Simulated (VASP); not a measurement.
# NaH (zincblende type) (F-43m) in VASP: further runs, part 2 of 2

VASP 6.6.1. The steps go on from the part before.

## (3) Single point, r2SCAN (14.01 Å³/atom)

This run uses another cell than the first one, of 14.01 Å³/atom.

The input, POSCAR:

```
NaH
1.0
    0.0000000000      2.4104331442      2.4104331442
    2.4104331442      0.0000000000      2.4104331442
    2.4104331442      2.4104331442      0.0000000000
Na H
1 1
Direct
    0.0000000000      0.0000000000      0.0000000000
    0.2500000000      0.2500000000      0.2500000000
```

The input, INCAR.step1:

```
ALGO = Normal ; EDIFF = 1E-4
ENCUT = 520 ; GGA = PE
ISMEAR = -1 ; LASPH = T
LCHARG = F ; LREAL = F
LWAVE = T ; NBANDS = 11
NELM = 60 ; PREC = Accurate
SIGMA = 0.1
```

The input, INCAR.step2:

```
ALGO = Normal ; EDIFF = 1E-6
ENCUT = 520 ; ISIF = 2
ISMEAR = -1 ; ISTART = 1
LASPH = T ; LCHARG = F
LMIXTAU = T ; LREAL = F
LWAVE = F ; METAGGA = R2SCAN
NBANDS = 11 ; NELM = 60
PREC = Accurate ; SIGMA = 0.1
```

The input, KPOINTS:

```
k-points
0
Gamma
  16 16 16
```

Potentials or basis: VASP PAW PBE potentials, release 64 (Na_pv, H).

Launch:

```
cat potpaw_PBE.64/Na_pv/POTCAR potpaw_PBE.64/H/POTCAR > POTCAR
cp INCAR.step1 INCAR
mpirun -np 1 vasp_std > vasp.out
cp INCAR.step2 INCAR
mpirun -np 1 vasp_std > vasp.out
```

Wall time 87 s (1 thread of Intel Xeon 6975P-C (Granite Rapids), shared host); peak memory 0.17 GiB.

Results (log left out):

```
Free energy            : -7.3540 eV
Pressure               : 6.0 GPa
Band gap on the k mesh : 4.24 eV (least direct gap 5.09 eV)
```

Levels at points of the mesh, in eV from the valence-band top:
```csv
k point,band 2,band 3,band 4,band 5,band 6,band 7
"(0.00, 0.00, 0.00)",-22.43,-22.43,-3.42,10.14,15.22,15.22
"(0.50, 0.00, 0.00)",-22.45,-22.45,-0.85,4.24,13.13,14.47
"(0.50, 0.50, 0.00)",-22.47,-22.47,-0.09,5.87,8.55,11.63
```

Caveat: the cell stands under pressure; the PAW data sets were made with another functional, which shifts forces and pressure a little. A k mesh can miss the band edges.

## (4) Single point, r2SCAN (14.01 Å³/atom)

This run uses another cell than the first one, of 14.01 Å³/atom.

POSCAR is that of step 3.

The input, INCAR.step1:

```
SYSTEM = NaH
ALGO     = Normal         ! electronic algorithm
EDIFF    = 1E-4           ! SCF threshold, eV
ENCUT    = 520            ! plane-wave cutoff, eV
GGA      = PE             ! functional
ISMEAR   = -1             ! smearing method
LASPH    = .True.         ! aspherical terms in the spheres
LCHARG   = .False.        ! write CHGCAR
LREAL    = .False.        ! projectors in reciprocal space
LWAVE    = .True.         ! write WAVECAR
NBANDS   = 11             ! bands
NELM     = 60             ! most SCF steps
PREC     = Accurate       ! precision mode
SIGMA    = 0.1            ! smearing width, eV
```

The input, INCAR.step2:

```
SYSTEM = NaH
ALGO     = Normal         ! electronic algorithm
EDIFF    = 1E-7           ! SCF threshold, eV
ENCUT    = 520            ! plane-wave cutoff, eV
ISIF     = 2              ! what is computed and relaxed
ISMEAR   = -1             ! smearing method
ISTART   = 1            
LASPH    = .True.         ! aspherical terms in the spheres
LCHARG   = .True.         ! write CHGCAR
LELF     = .True.         ! ELF
LMIXTAU  = .True.       
LREAL    = .False.        ! projectors in reciprocal space
LVHAR    = .True.       
LWAVE    = .False.        ! write WAVECAR
METAGGA  = R2SCAN         ! meta-GGA
NBANDS   = 11             ! bands
NELM     = 60             ! most SCF steps
PREC     = Accurate       ! precision mode
SIGMA    = 0.1            ! smearing width, eV
```

The input, KPOINTS:

```
k-points
0
Gamma
  16 16 16
  0 0 0
```

Launch:

```
cat potpaw_PBE.64/Na_pv/POTCAR potpaw_PBE.64/H/POTCAR > POTCAR
cp INCAR.step1 INCAR
mpirun -np 1 vasp_std > vasp.out
cp INCAR.step2 INCAR
mpirun -np 1 vasp_std > vasp.out
```

Wall time 95 s (1 thread of Intel Xeon 6975P-C (Granite Rapids), shared host); peak memory 0.18 GiB.

It converged, with:

```
Free energy            : -7.3540 eV
Pressure               : 6.0 GPa
Band gap on the k mesh : 4.24 eV (least direct gap 5.09 eV)
```

Levels at points of the mesh, in eV from the valence-band top:
```tsv
k point	band 1	band 2	band 3	band 4	band 5	band 6	band 7	band 8	band 9
(0.00, 0.00, 0.00)	-22.43	-22.43	-22.43	-3.42	10.14	15.22	15.22	15.22	19.44
(0.50, 0.00, 0.00)	-22.54	-22.45	-22.45	-0.85	4.24	13.13	14.47	14.47	17.18
(0.50, 0.50, 0.00)	-22.53	-22.47	-22.47	-0.09	5.87	8.55	11.63	11.63	15.57
```

Caveat: the cell stands under pressure; the PAW data sets were made with another functional, which shifts forces and pressure a little. A k mesh can miss the band edges.

## (5) Single point, r2SCAN (15.76 Å³/atom)

This run uses another cell than the first one, of 15.76 Å³/atom.

The input, POSCAR:

```
NaH
1.0
    0.0000000000      2.5069514948      2.5069514948
    2.5069514948      0.0000000000      2.5069514948
    2.5069514948      2.5069514948      0.0000000000
Na H
1 1
Direct
    0.0000000000      0.0000000000      0.0000000000
    0.2500000000      0.2500000000      0.2500000000
```

The input, INCAR.step1:

```
  ALGO = Normal
  EDIFF = 1E-4
  ENCUT = 520
  GGA = PE
  ISMEAR = -1
  LASPH = T
  LCHARG = F
  LREAL = F
  LWAVE = T
  NBANDS = 11
  NELM = 100
  PREC = Accurate
  SIGMA = 0.1
```

The input, INCAR.step2:

```
  ALGO = Normal
  EDIFF = 1E-6
  ENCUT = 520
  ISIF = 2
  ISMEAR = -1
  ISTART = 1
  LASPH = T
  LCHARG = F
  LMIXTAU = T
  LREAL = F
  LWAVE = F
  METAGGA = R2SCAN
  NBANDS = 11
  NELM = 100
  PREC = Accurate
  SIGMA = 0.1
```

The input, KPOINTS:

```
k-points
0
Gamma
  16 16 16
```

Launch:

```
cat potpaw_PBE.64/Na_pv/POTCAR potpaw_PBE.64/H/POTCAR > POTCAR
cp INCAR.step1 INCAR
mpirun -np 1 vasp_std > vasp.out
cp INCAR.step2 INCAR
mpirun -np 1 vasp_std > vasp.out
```

Wall time 83 s (1 thread of Intel Xeon 6975P-C (Granite Rapids), shared host); peak memory 0.18 GiB.

It converged, with:

| Item | Value |
| --- | --- |
| Free energy | -7.4390 eV |
| Pressure | 2.3 GPa |
| Band gap on the k mesh | 4.14 eV (least direct gap 4.91 eV) |

Levels at points of the mesh, in eV from the valence-band top:
```tsv
k point	band 1	band 2	band 3	band 4	band 5	band 6	band 7	band 8
(0.00, 0.00, 0.00)	-22.60	-22.60	-22.60	-3.08	9.45	14.47	14.47	14.47
(0.50, 0.00, 0.00)	-22.67	-22.61	-22.61	-0.76	4.14	12.28	13.76	13.76
(0.50, 0.50, 0.00)	-22.66	-22.62	-22.62	-0.08	5.71	8.21	10.94	10.95
```

Caveat: the PAW data sets were made with another functional, which shifts forces and pressure a little.

## (6) Single point, r2SCAN

This run uses another cell than the first one, of 17.51 Å³/atom.

The input, POSCAR:

```
NaH
1.0
    0.0000000000      2.5965603919      2.5965603919
    2.5965603919      0.0000000000      2.5965603919
    2.5965603919      2.5965603919      0.0000000000
Na H
1 1
Direct
    0.0000000000      0.0000000000      0.0000000000
    0.2500000000      0.2500000000      0.2500000000
```

The input, INCAR.step1:

```
SYSTEM = NaH
ALGO = Normal
EDIFF = 1E-4
ENCUT = 520
GGA = PE
ISMEAR = -1
LASPH = .TRUE.
LCHARG = .FALSE.
LREAL = .FALSE.
LWAVE = .TRUE.
NBANDS = 11
NELM = 80
PREC = Accurate
SIGMA = 0.1
```

The input, INCAR.step2:

```
SYSTEM = NaH
ALGO = Normal
EDIFF = 1E-7
ENCUT = 520
ISIF = 2
ISMEAR = -1
ISTART = 1
LASPH = .TRUE.
LCHARG = .FALSE.
LMIXTAU = .TRUE.
LREAL = .FALSE.
LWAVE = .FALSE.
METAGGA = R2SCAN
NBANDS = 11
NELM = 80
PREC = Accurate
SIGMA = 0.1
```

The input, KPOINTS:

```
k-points
0
G
  16 16 16
  0 0 0
```

Potentials or basis: VASP PAW PBE potentials, release 64 (Na_pv, H).

Launch:

```
cat potpaw_PBE.64/Na_pv/POTCAR potpaw_PBE.64/H/POTCAR > POTCAR
cp INCAR.step1 INCAR
mpirun -np 1 vasp_std > vasp.out
cp INCAR.step2 INCAR
mpirun -np 1 vasp_std > vasp.out
```

Run time: 97 s. Hardware: 1 thread of Intel Xeon 6975P-C (Granite Rapids), shared host; peak memory 0.18 GiB.

The run converged. Its results:

* Free energy: -7.4597 eV
* Pressure: -0.1 GPa
* Band gap on the k mesh: 4.05 eV (least direct gap 4.74 eV)

Levels at points of the mesh, in eV from the valence-band top:
```tsv
k point	band 2	band 3	band 4	band 5	band 6	band 7
(0.00, 0.00, 0.00)	-22.78	-22.78	-2.80	8.85	13.81	13.81
(0.50, 0.00, 0.00)	-22.78	-22.78	-0.69	4.05	11.54	13.14
(0.50, 0.50, 0.00)	-22.79	-22.79	-0.08	5.55	7.90	10.37
```

Caveat: the PAW data sets were made with another functional, which shifts forces and pressure a little.

## (7) The runs side by side

| cell | gap on the mesh (eV) | pressure (GPa) |
| --- | --- | --- |
| a = 3.260 Å, angles 60.0°, 2 atoms | 4.36 | 12.3 |
| a = 3.409 Å, angles 60.0°, 2 atoms | 4.24 | 6.0 |
| a = 3.545 Å, angles 60.0°, 2 atoms | 4.14 | 2.3 |
| a = 3.672 Å, angles 60.0°, 2 atoms | 4.05 | -0.1 |

Alike in all rows: task single point; level r2SCAN; potentials or basis VASP PAW PBE potentials, release 64 (Na_pv, H); no spin polarisation; k mesh 16 × 16 × 16; cutoff (eV) 520; smearing fermi-dirac 0.1 eV.

Caveats: the PAW data sets were made with another functional, which shifts forces and pressure a little; the cell stands under pressure (at least some runs).

Total energies depend on the potentials used, so only differences within one code and one set of settings carry meaning.
